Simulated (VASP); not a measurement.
Here is a VASP 6.6.1 calculation.

INCAR

```
SYSTEM = I
PREC = Accurate ; ENCUT = 500
EDIFF = 1E-6 ; ISMEAR = -1
SIGMA = 0.1 ; LREAL = .FALSE.
LASPH = .TRUE. ; NELM = 120
ALGO = Normal ; ISIF = 2
LWAVE = .FALSE. ; LCHARG = .FALSE.
NBANDS = 10 ; GGA_COMPAT = .FALSE.
```

KPOINTS

```
Automatic mesh
0
G
  10 10 10
  0 0 0
```

The input POSCAR:

```
I
1.0
   -2.0893750000      2.0893750000      2.0893750000
    2.0893750000     -2.0893750000      2.0893750000
    2.0893750000      2.0893750000     -2.0893750000
I
1
Direct
    0.0000000000      0.0000000000      0.0000000000
```

Potentials or basis: VASP PAW LDA potentials, release 64 (I).

The run is started by

```sh
$ cat potpaw_LDA.64/I/POTCAR > POTCAR
$ mpirun -np 1 vasp_std > vasp.out
```

Task: Predict the pressure.

Result: -3.4 GPa.

Caveat: an odd number of electrons without spin polarisation forces a metal; a magnetic or distorted state may lie lower.
